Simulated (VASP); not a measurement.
# Fe (Im-3m) in VASP: further runs

Fe is run at these levels: r2SCAN; tasks: single point, relaxation of cell and atoms.

Everything below comes from runs of VASP 6.6.1. Logs are shortened: lines on timing, memory, paths and dates and some standing lists are left out, and cuts for length are marked.

**1. The cell of the first run**

It takes space group Im-3m (No. 229, cubic). The conventional cell has a = 2.730 Å, b = 2.730 Å, c = 2.730 Å, α = 90.00°, β = 90.00°, γ = 90.00°. Fe (site symmetry m-3m) has 14 Fe at 2.36 to 2.73 Å within 3.1 Å.

**2. Single point, r2SCAN**

POSCAR reads:

```
Fe
1.0
   -1.3650158401      1.3650158401      1.3650158401
    1.3650158401     -1.3650158401      1.3650158401
    1.3650158401      1.3650158401     -1.3650158401
Fe
1
Direct
    0.0000000000      0.0000000000      0.0000000000
```

INCAR.step1 reads:

```
ALGO     = Normal         # electronic algorithm
EDIFF    = 1E-5           # SCF threshold, eV
ENCUT    = 660            # plane-wave cutoff, eV
GGA      = PE             # functional
GGA_COMPAT= F            
ISMEAR   = -1             # smearing method
LASPH    = T              # aspherical terms in the spheres
LCHARG   = F              # write CHGCAR
LREAL    = F              # projectors in reciprocal space
LWAVE    = T              # write WAVECAR
NBANDS   = 10             # bands
NELM     = 120            # most SCF steps
PREC     = Accurate       # precision mode
SIGMA    = 0.1            # smearing width, eV
```

INCAR.step2 reads:

```
ALGO     = Normal         # electronic algorithm
EDIFF    = 1E-6           # SCF threshold, eV
ENCUT    = 660            # plane-wave cutoff, eV
GGA_COMPAT= F            
ISIF     = 2              # what is computed and relaxed
ISMEAR   = -1             # smearing method
ISTART   = 1            
LASPH    = T              # aspherical terms in the spheres
LCHARG   = F              # write CHGCAR
LMIXTAU  = T            
LREAL    = F              # projectors in reciprocal space
LWAVE    = F              # write WAVECAR
METAGGA  = R2SCAN         # meta-GGA
NBANDS   = 10             # bands
NELM     = 120            # most SCF steps
PREC     = Accurate       # precision mode
SIGMA    = 0.1            # smearing width, eV
```

KPOINTS reads:

```
k-points
0
Gamma
  26 26 26
```

Potentials or basis: VASP PAW PBE potentials, release 64 (Fe).

Run with:

```bash
$ cat potpaw_PBE.64/Fe/POTCAR > POTCAR
$ cp INCAR.step1 INCAR
$ mpirun -np 1 vasp_std > vasp.out
$ cp INCAR.step2 INCAR
$ mpirun -np 1 vasp_std > vasp.out
```

OUTCAR:

```text
EDIFF = 1E-6
   ENCUT = 660
   ISIF = 2
   ISMEAR = -1
   ISTART = 1
   LASPH = T
   LREAL = F
   METAGGA = R2SCAN
   NELM = 120
   PREC = Accurate

 ion  position               nearest neighbor table
   1  0.000  0.000  0.000-

  LATTYP: Found a body centered cubic cell.
 ALAT       =     2.7300316802

  Lattice vectors:

 A1 = (  -1.3650158401,   1.3650158401,   1.3650158401)
 A2 = (   1.3650158401,  -1.3650158401,   1.3650158401)
 A3 = (   1.3650158401,   1.3650158401,  -1.3650158401)

Analysis of symmetry for initial positions (statically):
=====================================================================
 Subroutine PRICEL returns:
 Original cell was already a primitive cell.

 Routine SETGRP: Setting up the symmetry group for a
 body centered cubic supercell.

 Subroutine GETGRP returns: Found 48 space group operations
 (whereof 48 operations were pure point group operations)
 out of a pool of 48 trial point group operations.

The static configuration has the point symmetry O_h .

Analysis of symmetry for dynamics (positions and initial velocities):
=====================================================================
 Subroutine PRICEL returns:
 Original cell was already a primitive cell.

 Routine SETGRP: Setting up the symmetry group for a
 body centered cubic supercell.

 Subroutine GETGRP returns: Found 48 space group operations
 (whereof 48 operations were pure point group operations)
 out of a pool of 48 trial point group operations.

The dynamic configuration has the point symmetry O_h .

 Subroutine INISYM returns: Found 48 space group operations
 (whereof 48 operations are pure point group operations),
 and found     1 'primitive' translations

----------------------------------------------------------------------------------------

                                     Primitive cell

  volume of cell :      10.1736

  direct lattice vectors                    reciprocal lattice vectors
    -1.365015840  1.365015840  1.365015840     0.000000000  0.366296116  0.366296116
     1.365015840 -1.365015840  1.365015840     0.366296116  0.000000000  0.366296116
     1.365015840  1.365015840 -1.365015840     0.366296116  0.366296116  0.000000000

  length of vectors
     2.364276788  2.364276788  2.364276788     0.518020935  0.518020935  0.518020935

  position of ions in fractional coordinates (direct lattice)
     0.000000000  0.000000000  0.000000000

  ion indices of the primitive-cell ions
   primitive index   ion index
                 1           1

----------------------------------------------------------------------------------------

 KPOINTS: k-points

Automatic generation of k-mesh.
 Grid dimensions read from file:
 generate k-points for:   26   26   26

 Generating k-lattice:

  Cartesian coordinates                     Fractional coordinates (reciprocal lattice)
     0.000000000  0.014088312  0.014088312     0.038461538  0.000000000  0.000000000
     0.014088312  0.000000000  0.014088312     0.000000000  0.038461538  0.000000000
     0.014088312  0.014088312  0.000000000     0.000000000  0.000000000  0.038461538

  Length of vectors
     0.019923882  0.019923882  0.019923882

  Shift w.r.t. Gamma in fractional coordinates (k-lattice)
     0.000000000  0.000000000  0.000000000

 Subroutine IBZKPT returns following result:
 ===========================================

 Found    511 irreducible k-points:

 Following reciprocal coordinates:
            Coordinates               Weight
  0.000000  0.000000  0.000000      1.000000
  0.038462  0.000000  0.000000     12.000000
  0.076923  0.000000  0.000000     12.000000
  0.115385  0.000000  0.000000     12.000000
  0.153846  0.000000  0.000000     12.000000
  0.192308  0.000000  0.000000     12.000000
[... 16 lines left out ...]
  0.346154  0.038462  0.000000     48.000000
  0.384615  0.038462  0.000000     48.000000
 [... further k-points ...]
   k-points           NKPTS =    511   k-points in BZ     NKDIM =    511   number of bands    NBANDS=     10
   number of dos      NEDOS =    301   number of ions     NIONS =      1
   total plane-waves  NPLWV =   8000
   dimension x,y,z NGX =    20 NGY =   20 NGZ =   20
   dimension x,y,z NGXF=    40 NGYF=   40 NGZF=   40
   ions per type =               1
   NGX,Y,Z   is equivalent  to a cutoff of  14.06, 14.06, 14.06 a.u.
   NGXF,Y,Z  is equivalent  to a cutoff of  28.13, 28.13, 28.13 a.u.
 SYSTEM =  unknown system
   PREC   = accura    normal or accurate (medium, high low for compatibility)
   ISTART =      1    job   : 0-new  1-cont  2-samecut
   ICHARG =      0    charge: 1-file 2-atom 10-const
   ISPIN  =      1    spin polarized calculation?
   LNONCOLLINEAR =      F non collinear calculations
   LSORBIT =      F    spin-orbit coupling
   LASPH  =      T    aspherical Exc in radial PAW
   ENCUT  =  660.0 eV  48.51 Ry    6.96 a.u.   4.95  4.95  4.95*2*pi/ulx,y,z
   NELM   =    120;   NELMIN=  2; NELMDL=  0     # of ELM steps
   EDIFF  = 0.1E-05   stopping-criterion for ELM
   LREAL  =      F    real-space projection
   EDIFFG = 0.1E-04   stopping-criterion for IOM
   NSW    =      0    number of steps for IOM
   IBRION =     -1    ionic relax: 0-MD 1-quasi-New 2-CG
   NFREE  =      0    steps in history (QN), initial steepest desc. (CG)
   ISIF   =      2    stress and relaxation
   ISYM   =      2    0-nonsym 1-usesym 2-fastsym
   POTIM  = 0.5000    time-step for ionic-motion
   TEBEG  =    0.0;   TEEND  =   0.0 temperature during run
   PSTRESS=    0.0 pullay stress
   NELECT =       8.0000    total number of electrons
   NUPDOWN=      -1.0000    fix difference up-down
   EMIN   =  10.00;   EMAX   =-10.00  energy-range for DOS
   EFERMI =   0.00;   METHOD = LEGACY
   ISMEAR =    -1;   SIGMA  =   0.10  broadening in eV -4-tet -1-fermi 0-gaus
   EFERMI_NEDOS =   21; number of points for ismear=-14 and -15
   IALGO  =     38    algorithm
   IMIX   =      4    mixing-type and parameters
     AMIX     =   0.40;   BMIX     =  1.00
     AMIX_MAG =   1.60;   BMIX_MAG =  1.00
  volume/ion in A,a.u.               =      10.17        68.65
  Fermi-wavevector in a.u.,A,eV,Ry     =   1.511056  2.855481 31.066037  2.283289
  Thomas-Fermi vector in A             =   2.621164
   LORBIT       =      0    0 simple, 1 ext, 2 COOP (PROOUT), +10 PAW based schemes
   METAGGA = R2SCAN    functional components
   LHFCALC =     F    Hartree Fock is set to
   AEXX    =    0.0000 exact exchange contribution
   IVDW    =     0    specifies the selected vdW correction
   LEPSILON=     F    determine dielectric tensor
   LRPA    =     F    only Hartree local field effects (RPA)
 non-spin polarized calculation
  energy-cutoff  :      660.00
  volume of cell :       10.17
 maximum number of plane-waves:       406
   NGX =  9   NGY =  9   NGZ =  9

 number of electron       7.9999999 magnetization

 Free energy of the ion-electron system (eV)
  ---------------------------------------------------
  ext. energy  EPLUGINS =         0.00000000
  ---------------------------------------------------
  free energy    TOTEN  =       -13.34622166 eV

  energy without entropy =      -13.25277283  energy(sigma->0) =      -13.29949725

 E-fermi :   6.9651     XC(G=0): -15.0370

 val. band max:        6.9630499603   @ k =   0.3462   0.1923   0.0385
 cond. band min:       6.9661400201   @ k =   0.0000   0.0000   0.0000
 fundamental gap:      0.0030900598
 Fermi energy:         6.9651400137

 k-point     1 :       0.0000    0.0000    0.0000
  band No.  band energies     occupation
      1      -2.6305      2.00000
      2       4.9550      2.00000
      3       4.9550      2.00000
      4       4.9550      2.00000
      5       6.9661      0.99500
      6       6.9661      0.99499
      7      34.1415      0.00000
      8      34.1415      0.00000
      9      34.1415      0.00000
     10      40.2260      0.00000

 k-point     2 :       0.0385    0.0000    0.0000
  band No.  band energies     occupation
      1      -2.5602      2.00000
      2       4.9327      2.00000
      3       4.9526      2.00000
      4       4.9963      2.00000
      5       6.9418      1.11624
      6       6.9679      0.98622
      7      33.7104      0.00000
      8      34.0596      0.00000
      9      34.1116      0.00000
     10      40.0318      0.00000

 k-point     3 :       0.0769    0.0000    0.0000
  band No.  band energies     occupation
      1      -2.3514      2.00000
      2       4.8671      2.00000
      3       4.9426      2.00000
      4       5.1184      2.00000
      5       6.8756      1.42009
      6       6.9734      0.95874
      7      32.6158      0.00000
      8      33.7853      0.00000
      9      34.0288      0.00000
     10      39.6964      0.00000

 k-point     4 :       0.1154    0.0000    0.0000
  band No.  band energies     occupation
      1      -2.0108      2.00000
      2       4.7632      2.00000
      3       4.9176      2.00000
      4       5.3172      2.00000
      5       6.7869      1.71207
      6       6.9833      0.90925
      7      31.1441      0.00000
      8      33.2756      0.00000
      9      33.9098      0.00000
     10      39.5646      0.00000
[... 222 lines left out ...]
 k-point    22 :       0.3077    0.0385    0.0000
  band No.  band energies     occupation
      1       1.1033      2.00000
      2       3.8995      2.00000
      3       4.9625      2.00000
      4       6.7322      1.82253
      5       7.1612      0.24670
      6       7.3647      0.03614
      7      21.2262      0.00000
      8      28.4654      0.00000
      9      32.0594      0.00000
     10      33.8028      0.00000

 k-point    23 :       0.3462    0.0385    0.0000
  band No.  band energies     occupation
      1       1.4211      2.00000
      2       3.7669      2.00000
      3       5.4047      2.00000
      4       6.8071      1.65864
      5       7.2103      0.15858
      6       7.7533      0.00075
      7      19.5498      0.00000
      8      27.8695      0.00000
      9      31.2938      0.00000
     10      33.6473      0.00000

 k-point    24 :       0.3846    0.0385    0.0000
  band No.  band energies     occupation
      1       1.5757      2.00000
      2       3.6617      2.00000
      3       5.9788      1.99990
      4       6.8741      1.42607
      5       7.2752      0.08618
      6       8.1010      0.00002
      7      18.0662      0.00000
      8      27.4042      0.00000
      9      30.6654      0.00000
     10      33.5507      0.00000

 [... further k-points ...]

------------------------ aborting loop because EDIFF is reached ----------------------------------------

  FORCE on cell =-STRESS in cart. coord.  units (eV):
  Direction    XX          YY          ZZ          XY          YZ          ZX
  --------------------------------------------------------------------------------------
  -------------------------------------------------------------------------------------
  Total        0.0385146      0.0385146      0.0385146      0.0000000     -0.0000000      0.0000000
  in kB        6.0654411      6.0654411      6.0654411      0.0000000     -0.0000000      0.0000000
  external PRESSURE =       6.0654411 kB  Pullay stress =       0.0000000 kB

 VOLUME and BASIS-vectors are now :
 -----------------------------------------------------------------------------
  energy-cutoff  :      660.00
  volume of cell :       10.17
      direct lattice vectors                 reciprocal lattice vectors
    -1.365015840  1.365015840  1.365015840     0.000000000  0.366296116  0.366296116
     1.365015840 -1.365015840  1.365015840     0.366296116  0.000000000  0.366296116
     1.365015840  1.365015840 -1.365015840     0.366296116  0.366296116  0.000000000

 POSITION                                       TOTAL-FORCE (eV/Angst)
 -----------------------------------------------------------------------------------
      0.00000      0.00000      0.00000         0.000000     -0.000000     -0.000000
 -----------------------------------------------------------------------------------
    total drift:                                0.000000     -0.000000      0.000000

  FREE ENERGIE OF THE ION-ELECTRON SYSTEM (eV)
  ---------------------------------------------------
  free  energy   TOTEN  =       -13.3462216610 eV

  energy  without entropy=      -13.2527728322  energy(sigma->0) =      -13.29949725
```

It took 3.1 min on 1 thread of Intel Xeon 6975P-C, shared host; peak memory 0.19 GiB.

What came out:

```
Free energy            : -13.3462 eV
Pressure               : 0.6 GPa
Band gap on the k mesh : zero (band 4 reaches 7.98 eV, above the bottom of band 5 at 5.81 eV)
```

Caveat: the PAW data sets were made with another functional, which shifts forces and pressure a little; the run has no spin polarisation, though such a crystal can be magnetic. Spin polarisation is off, so any magnetic state and its effect on volume and gap are missing.

**3. Single point, r2SCAN (volume scaled by 1.04)**

POSCAR reads:

```
Fe
1.0
   -1.3829786348      1.3829786348      1.3829786348
    1.3829786348     -1.3829786348      1.3829786348
    1.3829786348      1.3829786348     -1.3829786348
Fe
1
Direct
    0.0000000000      0.0000000000      0.0000000000
```

INCAR.step1 reads:

```
  ALGO = Normal
  EDIFF = 1E-5
  ENCUT = 660
  GGA = PE
  GGA_COMPAT = F
  ISMEAR = -1
  LASPH = T
  LCHARG = F
  LREAL = F
  LWAVE = T
  NBANDS = 10
  NELM = 120
  PREC = Accurate
  SIGMA = 0.1
```

INCAR.step2 reads:

```
  ALGO = Normal
  EDIFF = 1E-6
  ENCUT = 660
  GGA_COMPAT = F
  ISIF = 2
  ISMEAR = -1
  ISTART = 1
  LASPH = T
  LCHARG = F
  LMIXTAU = T
  LREAL = F
  LWAVE = F
  METAGGA = R2SCAN
  NBANDS = 10
  NELM = 120
  PREC = Accurate
  SIGMA = 0.1
```

KPOINTS is that of step 2.

Potentials or basis: VASP PAW PBE potentials, release 64 (Fe).

Run with:

```bash
$ cat potpaw_PBE.64/Fe/POTCAR > POTCAR
$ cp INCAR.step1 INCAR
$ mpirun -np 1 vasp_std > vasp.out
$ cp INCAR.step2 INCAR
$ mpirun -np 1 vasp_std > vasp.out
```

OUTCAR:

```text
EDIFF = 1E-6
   ENCUT = 660
   ISIF = 2
   ISMEAR = -1
   ISTART = 1
   LASPH = T
   LREAL = F
   METAGGA = R2SCAN
   NELM = 120
   PREC = Accurate

 ion  position               nearest neighbor table
   1  0.000  0.000  0.000-

  LATTYP: Found a body centered cubic cell.
 ALAT       =     2.7659572696

  Lattice vectors:

 A1 = (  -1.3829786348,   1.3829786348,   1.3829786348)
[... 489 lines left out ...]
      8      26.5819      0.00000
      9      29.5192      0.00000
     10      32.4661      0.00000

 [... further k-points ...]

------------------------ aborting loop because EDIFF is reached ----------------------------------------

  FORCE on cell =-STRESS in cart. coord.  units (eV):
  Direction    XX          YY          ZZ          XY          YZ          ZX
  --------------------------------------------------------------------------------------
  -------------------------------------------------------------------------------------
  Total       -0.6582551     -0.6582551     -0.6582551      0.0000000      0.0000000      0.0000000
  in kB      -99.6777974    -99.6777974    -99.6777974      0.0000000      0.0000000      0.0000000
  external PRESSURE =     -99.6777974 kB  Pullay stress =       0.0000000 kB

 VOLUME and BASIS-vectors are now :
 -----------------------------------------------------------------------------
  energy-cutoff  :      660.00
  volume of cell :       10.58
      direct lattice vectors                 reciprocal lattice vectors
    -1.382978635  1.382978635  1.382978635     0.000000000  0.361538485  0.361538485
     1.382978635 -1.382978635  1.382978635     0.361538485  0.000000000  0.361538485
     1.382978635  1.382978635 -1.382978635     0.361538485  0.361538485  0.000000000

 POSITION                                       TOTAL-FORCE (eV/Angst)
 -----------------------------------------------------------------------------------
      0.00000      0.00000      0.00000         0.000000      0.000000      0.000000
 -----------------------------------------------------------------------------------
    total drift:                                0.000000     -0.000000      0.000000

  FREE ENERGIE OF THE ION-ELECTRON SYSTEM (eV)
  ---------------------------------------------------
  free  energy   TOTEN  =       -13.3339686118 eV

  energy  without entropy=      -13.2352046920  energy(sigma->0) =      -13.28458665
```

OUTCAR.step1:

```text
EDIFF = 1E-5
   ENCUT = 660
   GGA = PE
   ISMEAR = -1
   LASPH = T
   LREAL = F
[... 525 lines left out ...]

 POSITION                                       TOTAL-FORCE (eV/Angst)
 -----------------------------------------------------------------------------------
      0.00000      0.00000      0.00000         0.000000     -0.000000      0.000000
 -----------------------------------------------------------------------------------
    total drift:                                0.000000     -0.000000      0.000000

  FREE ENERGIE OF THE ION-ELECTRON SYSTEM (eV)
  ---------------------------------------------------
  free  energy   TOTEN  =        -7.8170342418 eV

  energy  without entropy=       -7.7092856863  energy(sigma->0) =       -7.76315996
```

Wall time 3.2 min (1 thread of Intel Xeon 6975P-C, shared host); peak memory 0.2 GiB.

Results:

```
Free energy            : -13.3340 eV
Pressure               : -10.0 GPa
Band gap on the k mesh : zero (band 4 reaches 7.47 eV, above the bottom of band 5 at 5.43 eV)
```

Caveat: the PAW data sets were made with another functional, which shifts forces and pressure a little; the run has no spin polarisation, though such a crystal can be magnetic.

(Continued in part 2 of 2.)
